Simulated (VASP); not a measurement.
# Na16H (a cell with a defect) in VASP: single point with PBEsol

Aim: the single point of Na16H (a cell with a defect) with PBEsol.

All numbers are computed with VASP 6.6.1; they aren't measurements. Logs are shortened: lines on timing, memory, paths and dates and some standing lists are left out, and cuts for length are marked.

**1. The cell of the first run**

The cell holds a defect, 17 atoms: a = 8.460 Å, b = 8.460 Å, c = 8.460 Å, α = 90.00°, β = 90.00°, γ = 90.00°.

**2. Single point, PBEsol**

File INCAR:

```
ALGO = Normal ; EDIFF = 1E-6
ENCUT = 520 ; GGA = PS
ISIF = 2 ; ISMEAR = -1
LASPH = True ; LCHARG = True
LELF = True ; LREAL = Auto
LVHAR = True ; LWAVE = False
NBANDS = 70 ; NELM = 100
PREC = Accurate ; SIGMA = 0.15
```

File KPOINTS:

```
k-points
0
Gamma
  2 2 2
```

File POSCAR:

```
Na16H
1.0
    8.4600000000      0.0000000000      0.0000000000
    0.0000000000      8.4600000000      0.0000000000
    0.0000000000      0.0000000000      8.4600000000
Na H
16 1
Direct
   -0.0064564420      0.0013329980     -0.0003757199
    0.4931433142     -0.0103900035      0.0001076239
   -0.0057721879      0.4984837596     -0.0003842734
    0.0045176482     -0.0005383194      0.4995000694
    0.2484178952      0.2493513457      0.2483268241
    0.4941075774      0.5085606932      0.0001140603
    0.5013735766     -0.0017282497      0.4991959054
    0.7459595138      0.2495531431      0.2500401800
    0.0046920663      0.4997515295      0.4994949037
    0.2579012492      0.7500689100      0.2370768907
    0.2486285271      0.2493444500      0.7507359169
    0.5012094086      0.5009373209      0.4991887175
    0.7560284914      0.7496656961      0.2509545668
    0.7457310470      0.2495485445      0.7490317132
    0.2566444398      0.7500741279      0.7607041988
    0.7550651982      0.7496560110      0.7489793927
    0.3779742768      0.7506385430      0.0002431299
```

Potentials or basis: VASP PAW PBE potentials, release 64 (Na_pv, H).

Launch:

```bash
> cat potpaw_PBE.64/Na_pv/POTCAR potpaw_PBE.64/H/POTCAR > POTCAR
> mpirun -np 1 vasp_std > vasp.out
```

OUTCAR:

```text
EDIFF = 1E-6
   ENCUT = 520
   GGA = PS
   ISIF = 2
   ISMEAR = -1
   LASPH = True
   LREAL = Auto
   NELM = 100
   PREC = Accurate

 ion  position               nearest neighbor table
   1  0.994  0.001  1.000-
   2  0.493  0.990  0.000-
   3  0.994  0.498  1.000-
   4  0.005  0.999  0.500-
   5  0.248  0.249  0.248-
   6  0.494  0.509  0.000-
[... 9 lines left out ...]
  16  0.755  0.750  0.749-
  17  0.378  0.751  0.000-

  LATTYP: Found a simple cubic cell.
 ALAT       =     8.4600000000

  Lattice vectors:

 A1 = (   8.4600000000,   0.0000000000,   0.0000000000)
 A2 = (   0.0000000000,   8.4600000000,   0.0000000000)
 A3 = (   0.0000000000,   0.0000000000,   8.4600000000)

Analysis of symmetry for initial positions (statically):
=====================================================================
 Subroutine PRICEL returns:
 Original cell was already a primitive cell.

 Routine SETGRP: Setting up the symmetry group for a
 simple cubic supercell.

 Subroutine GETGRP returns: Found  1 space group operations
 (whereof  1 operations were pure point group operations)
 out of a pool of 48 trial point group operations.

The static configuration has the point symmetry C_1 .

Analysis of symmetry for dynamics (positions and initial velocities):
=====================================================================
 Subroutine PRICEL returns:
 Original cell was already a primitive cell.

 Routine SETGRP: Setting up the symmetry group for a
 simple cubic supercell.

 Subroutine GETGRP returns: Found  1 space group operations
 (whereof  1 operations were pure point group operations)
 out of a pool of 48 trial point group operations.

The dynamic configuration has the point symmetry C_1 .

 Subroutine INISYM returns: Found  1 space group operations
 (whereof  1 operations are pure point group operations),
 and found     1 'primitive' translations

----------------------------------------------------------------------------------------

                                     Primitive cell

  volume of cell :     605.4957

[... 100 lines left out ...]
   NELM   =    100;   NELMIN=  2; NELMDL= -5     # of ELM steps
   EDIFF  = 0.1E-05   stopping-criterion for ELM
   LREAL  =      T    real-space projection
   EDIFFG = 0.1E-04   stopping-criterion for IOM
   NSW    =      0    number of steps for IOM
   IBRION =     -1    ionic relax: 0-MD 1-quasi-New 2-CG
   NFREE  =      0    steps in history (QN), initial steepest desc. (CG)
   ISIF   =      2    stress and relaxation
   ISYM   =      2    0-nonsym 1-usesym 2-fastsym
   POTIM  = 0.5000    time-step for ionic-motion
   TEBEG  =    0.0;   TEEND  =   0.0 temperature during run
   PSTRESS=    0.0 pullay stress
   NELECT =     113.0000    total number of electrons
   NUPDOWN=      -1.0000    fix difference up-down
   EMIN   =  10.00;   EMAX   =-10.00  energy-range for DOS
   EFERMI =   0.00;   METHOD = LEGACY
   ISMEAR =    -1;   SIGMA  =   0.15  broadening in eV -4-tet -1-fermi 0-gaus
   EFERMI_NEDOS =   21; number of points for ismear=-14 and -15
   IALGO  =     38    algorithm
   IMIX   =      4    mixing-type and parameters
     AMIX     =   0.40;   BMIX     =  1.00
     AMIX_MAG =   1.60;   BMIX_MAG =  1.00
  volume/ion in A,a.u.               =      35.62       240.36
  Fermi-wavevector in a.u.,A,eV,Ry     =   0.935543  1.767921 11.908383  0.875241
  Thomas-Fermi vector in A             =   2.062462
   LORBIT       =      0    0 simple, 1 ext, 2 COOP (PROOUT), +10 PAW based schemes
   GGA     = PS    functional components
   LHFCALC =     F    Hartree Fock is set to
   AEXX    =    0.0000 exact exchange contribution
   IVDW    =     0    specifies the selected vdW correction
   LEPSILON=     F    determine dielectric tensor
   LRPA    =     F    only Hartree local field effects (RPA)
 non-spin polarized calculation
  energy-cutoff  :      520.00
  volume of cell :      605.50
 maximum number of plane-waves:     16384
 NGX is ok and might be reduce to    64
   NGX = 31   NGY = 31   NGZ = 31

 number of electron     112.9999988 magnetization

 Free energy of the ion-electron system (eV)
  ---------------------------------------------------
  ext. energy  EPLUGINS =         0.00000000
  ---------------------------------------------------
  free energy    TOTEN  =       -25.70466145 eV

  energy without entropy =      -24.95855854  energy(sigma->0) =      -25.33161000

 E-fermi :   0.1166     XC(G=0):  -6.4735

 val. band max:       -0.0107264667   @ k =   0.0000   0.0000   0.0000
 cond. band min:       0.1556492396   @ k =   0.5000   0.0000   0.5000
 fundamental gap:      0.1663757063
 Fermi energy:         0.1166221189

 k-point     1 :       0.0000    0.0000    0.0000
  band No.  band energies     occupation
      1     -24.6046      2.00000
      2     -24.6010      2.00000
      3     -24.6003      2.00000
      4     -24.5978      2.00000
      5     -24.5971      2.00000
      6     -24.5947      2.00000
[... 557 lines left out ...]
     67       2.4653      0.00000
     68       2.4789      0.00000
 [bands above 68 left out]

------------------------ aborting loop because EDIFF is reached ----------------------------------------

  FORCE on cell =-STRESS in cart. coord.  units (eV):
  Direction    XX          YY          ZZ          XY          YZ          ZX
  --------------------------------------------------------------------------------------
  -------------------------------------------------------------------------------------
  Total       -0.9313413     -0.9063660     -0.9095530      0.0222837      0.0000468     -0.0209595
  in kB       -2.4643837     -2.3982978     -2.4067308      0.0589640      0.0001239     -0.0554599
  external PRESSURE =      -2.4231375 kB  Pullay stress =       0.0000000 kB

 VOLUME and BASIS-vectors are now :
 -----------------------------------------------------------------------------
  energy-cutoff  :      520.00
  volume of cell :      605.50
      direct lattice vectors                 reciprocal lattice vectors
     8.460000000  0.000000000  0.000000000     0.118203310  0.000000000  0.000000000
     0.000000000  8.460000000  0.000000000     0.000000000  0.118203310  0.000000000
     0.000000000  0.000000000  8.460000000     0.000000000  0.000000000  0.118203310

 POSITION                                       TOTAL-FORCE (eV/Angst)
 -----------------------------------------------------------------------------------
      8.40538      0.01128      8.45682        -0.007983      0.005996     -0.000588
      4.17199      8.37210      0.00091         0.036256      0.034180     -0.003505
      8.41117      4.21717      8.45675        -0.009789     -0.008706     -0.000557
      0.03822      8.45545      4.22577         0.007445     -0.000394     -0.000219
      2.10162      2.10951      2.10084         0.004139      0.001637     -0.008392
      4.18015      4.30242      0.00096         0.018574     -0.006780     -0.003492
[... 9 lines left out ...]
      6.38785      6.34209      6.33637         0.009304     -0.000328     -0.007935
      3.19766      6.35040      0.00206         0.000178     -0.022483     -0.020214
 -----------------------------------------------------------------------------------
    total drift:                               -0.000273     -0.001719     -0.000617

  FREE ENERGIE OF THE ION-ELECTRON SYSTEM (eV)
  ---------------------------------------------------
  free  energy   TOTEN  =       -25.7046614512 eV

  energy  without entropy=      -24.9585585405  energy(sigma->0) =      -25.33161000
```

stdout:

```text
POSCAR found type information on POSCAR NaH
 POSCAR found :  2 types and      17 ions
 scaLAPACK will be used
 -----------------------------------------------------------------------------
|                                                                             |
|                                                                             |
|     You enforced a specific xc type in the INCAR file but a different       |
|     I HOPE YOU KNOW WHAT YOU ARE DOING!                                     |
|                                                                             |
 -----------------------------------------------------------------------------

 LDA part: xc-table for (Slater+PW92), standard interpolation
 POSCAR, INCAR and KPOINTS ok, starting setup
 FFT: planning ... GRIDC
 FFT: planning ... GRID_SOFT
 FFT: planning ... GRID
 WAVECAR not read
 entering main loop
```

Wall time 10 min (1 thread of AMD EPYC 9755, shared host); peak memory 0.59 GiB.

Results:

```
Free energy   : -25.7047 eV
Pressure      : -0.2 GPa
Largest force : 0.052 eV/Å
```

Forces on the atoms (eV/Å):
```
Na  -0.008  0.006 -0.001
Na   0.036  0.034 -0.004
Na  -0.010 -0.009 -0.001
Na   0.007  0.000  0.000
Na   0.004  0.002 -0.008
Na   0.019 -0.007 -0.003
Na  -0.005 -0.009  0.002
Na  -0.007  0.000  0.002
Na   0.008  0.001  0.000
Na  -0.036 -0.003  0.038
Na   0.005  0.002  0.009
Na  -0.006  0.009  0.002
Na   0.007  0.000  0.004
Na  -0.007  0.000 -0.002
Na  -0.017 -0.003 -0.010
Na   0.009  0.000 -0.008
H    0.000 -0.022 -0.020
```

Caveat: the k points lie up to 0.37 Å⁻¹ apart; the PAW data sets were made with another functional, which shifts forces and pressure a little.
